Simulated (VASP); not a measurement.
# C in VASP: notebook, part 2 of 2

VASP 6.6.1. Earlier steps stand in the parts before.

## 4. Relaxation of cell and atoms, r2SCAN

This run uses another cell than the first one: it holds 4 atoms, not 8.

Input file POSCAR:

```
C
1.0
    1.2228066795     -2.1167318650      0.0000000000
    1.2228066795      2.1167318650      0.0000000000
    0.0000000000      0.0000000000      6.7225117038
C
4
Direct
    0.0833124673      0.9166875327      0.7500000000
    0.5833124673      0.4166875327      0.2500000000
    0.9166875327      0.0833124673      0.2500000000
    0.4166875327      0.5833124673      0.7500000000
```

Input file INCAR.step1:

```
SYSTEM = C
PREC = Accurate
ENCUT = 600
ISMEAR = -1
SIGMA = 0.15
LREAL = .False.
LASPH = .True.
NELM = 60
GGA = PE
ALGO = Normal
EDIFF = 1E-4
LWAVE = .True.
LCHARG = .False.
```

Input file INCAR.step2:

```
SYSTEM = C
PREC = Accurate
ENCUT = 600
EDIFF = 1E-6
ISMEAR = -1
SIGMA = 0.15
LREAL = .False.
LASPH = .True.
NELM = 60
ALGO = Normal
ISIF = 3
LWAVE = .False.
LCHARG = .False.
METAGGA = R2SCAN
LMIXTAU = .True.
IBRION = 2
NSW = 80
EDIFFG = -0.001
ISTART = 1
```

Input file KPOINTS:

```
Automatic mesh
0
Gamma
  18 18 6
  0 0 0
```

Potentials or basis: VASP PAW PBE potentials, release 64 (C).

Run with:

```
cat potpaw_PBE.64/C/POTCAR > POTCAR
cp INCAR.step1 INCAR
mpirun -np 1 vasp_std > vasp.out
cp INCAR.step2 INCAR
mpirun -np 1 vasp_std > vasp.out
```

OUTCAR:

```text
SYSTEM = C
   PREC = Accurate
   ENCUT = 600
   EDIFF = 1E-6
   ISMEAR = -1
   LREAL = .False.
   LASPH = .True.
   NELM = 60
   ISIF = 3
   METAGGA = R2SCAN
   IBRION = 2
   NSW = 80
   EDIFFG = -0.001
   ISTART = 1

 ion  position               nearest neighbor table
   1  0.083  0.917  0.750-   4 1.41   4 1.41   4 1.41
   2  0.583  0.417  0.250-   3 1.41   3 1.41   3 1.41
   3  0.917  0.083  0.250-   2 1.41   2 1.41   2 1.41
   4  0.417  0.583  0.750-   1 1.41   1 1.41   1 1.41

  LATTYP: Found a base centered orthorhombic cell.
 ALAT       =     2.4456133590
 B/A-ratio  =     1.7310437541
 C/A-ratio  =     2.7488039673

  Lattice vectors:

[... 412 lines left out ...]

 k-point     1 :       0.0000    0.0000    0.0000
  band No.  band energies     occupation
      1     -16.6413      2.00000
      2     -16.4349      2.00000
      3      -4.5714      2.00000
      4      -2.9785      2.00000
      5       1.0699      2.00000
      6       1.0798      2.00000
      7       1.0879      2.00000
      8       1.0934      2.00000
      9       8.3397      0.00000
     10      12.9785      0.00000
     11      13.0093      0.00000
     12      13.0330      0.00000
[... 331 lines left out ...]
 k-point    24 :      -0.2222    0.0556    0.0000
  band No.  band energies     occupation
      1     -15.6324      2.00000
      2     -15.4380      2.00000
      3      -3.3567      2.00000
      4      -2.1794      2.00000
      5      -2.1353      2.00000
      6      -1.8258      2.00000
      7      -0.6673      2.00000
      8      -0.6562      2.00000
      9       9.5645      0.00000
     10      13.2721      0.00000
     11      13.3112      0.00000
     12      13.4520      0.00000

 [... further k-points ...]

------------------------ aborting loop because EDIFF is reached ----------------------------------------

  FORCE on cell =-STRESS in cart. coord.  units (eV):
  Direction    XX          YY          ZZ          XY          YZ          ZX
  --------------------------------------------------------------------------------------
  -------------------------------------------------------------------------------------
  Total       -0.0020212     -0.0011178      0.0006610      0.0000000      0.0000000      0.0000000
  in kB       -0.0882060     -0.0487828      0.0288443      0.0000000      0.0000000      0.0000000
  external PRESSURE =      -0.0360482 kB  Pullay stress =       0.0000000 kB
[... 19 lines left out ...]
  FREE ENERGIE OF THE ION-ELECTRON SYSTEM (eV)
  ---------------------------------------------------
  free  energy   TOTEN  =       -39.7579320330 eV

  energy  without entropy=      -39.7531969828  energy(sigma->0) =      -39.75556451

 reached required accuracy - stopping structural energy minimisation
```

Wall time 2.4 h (1 thread of Oxide Virtual Turin-like, shared host); peak memory 0.25 GiB.

Results:

| Quantity | Value |
| --- | --- |
| Free energy | -39.7579 eV |
| Relaxed volume | 9.18 Å³/atom |
| Relaxed cell | a = 2.457 Å, b = 2.457 Å, c = 7.023 Å, α = 90.00°, β = 90.00°, γ = 119.98° |
| Space group after relaxing (to 0.1 Å) | Fmmm (No. 69) |
| Energy gained by relaxing | 3.1 meV/atom |
| Ionic steps | 26 |
| Pressure after relaxing | 0.0 GPa |

Step by step:
| step | energy change (eV) | largest force (eV/Å) | pressure (GPa) | volume (Å³) |
| --- | --- | --- | --- | --- |
| 1 | 0.0000 | 0.0073 | 4.55 | 34.80 |
| 2 | 0.0277 | 0.0281 | -8.66 | 36.06 |
| 3 | -0.0066 | 0.0048 | 0.31 | 35.18 |
| 4 | -0.0066 | 0.0046 | 0.40 | 35.17 |
| 5 | -0.0074 | 0.0165 | 0.36 | 35.28 |
| 6 | -0.0095 | 0.0797 | 0.25 | 35.61 |
| 7 | -0.0112 | 0.2058 | 0.09 | 36.28 |
| 8 | -0.0114 | 0.1734 | 0.06 | 36.31 |
| 9 | -0.0120 | 0.0790 | 0.05 | 36.42 |
| 10 | -0.0121 | 0.1128 | 0.01 | 36.64 |
| 11 | -0.0123 | 0.0195 | 0.04 | 36.53 |
| 12 | -0.0123 | 0.0243 | 0.03 | 36.54 |
| 13 | -0.0123 | 0.0233 | 0.03 | 36.55 |
| 14 | -0.0123 | 0.0214 | 0.04 | 36.59 |
| 15 | -0.0123 | 0.0173 | 0.03 | 36.66 |
| 16 | -0.0123 | 0.0091 | 0.02 | 36.80 |
| 17 | -0.0123 | 0.0139 | 0.02 | 36.72 |
| 18 | -0.0123 | 0.0148 | 0.03 | 36.70 |
| 19 | -0.0123 | 0.0145 | 0.03 | 36.71 |
| 20 | -0.0123 | 0.0142 | 0.02 | 36.71 |
| 21 | -0.0123 | 0.0055 | -0.01 | 36.71 |
| 22 | -0.0123 | 0.0026 | 0.01 | 36.71 |
| 23 | -0.0123 | 0.0007 | 0.00 | 36.71 |
| 24 | -0.0123 | 0.0006 | -0.01 | 36.71 |
| 25 | -0.0123 | 0.0001 | -0.01 | 36.71 |
| 26 | -0.0123 | 0.0005 | 0.00 | 36.71 |

Final structure:
```
C
1.0
     1.22870   -2.12739    0.00000
     1.22870    2.12739    0.00000
     0.00000    0.00000    7.02262
C
4
Direct
  0.08333 0.91667 0.75000
  0.58333 0.41667 0.25000
  0.91667 0.08333 0.25000
  0.41667 0.58333 0.75000
```

Caveat: the PAW data sets were made with another functional, which shifts forces and pressure a little.

## 5. Summary

```tsv
task	cell	k mesh	cutoff (eV)	smearing	pressure (GPa)
single point	a = 2.383, b = 4.125, c = 7.088 Å, 8 atoms, atomic positions A	14 × 8 × 6	520	gaussian 0.1 eV	28.9
relaxation of cell and atoms	relaxed to 50 GPa from a = 2.350, b = 2.350, c = 5.424 Å, angles 90.0, 90.0, 119.8°, 4 atoms, atomic positions B	20 × 20 × 8	600	gaussian 0.1 eV	50.0
relaxation of cell and atoms	relaxed from a = 2.445, b = 2.445, c = 6.723 Å, angles 90.0, 90.0, 120.0°, 4 atoms, atomic positions B	18 × 18 × 6	600	fermi-dirac 0.15 eV	0.0
```

Alike in all rows: level r2SCAN; potentials or basis VASP PAW PBE potentials, release 64 (C); no spin polarisation.

Caveats: the PAW data sets were made with another functional, which shifts forces and pressure a little; the stress differs along the axes, from -0 to 43 GPa (at least some runs); the cell is relaxed towards a set pressure, so the run minimises the enthalpy, not the energy (at least some runs).

Absolute energies hang on the potentials; compare differences alone.
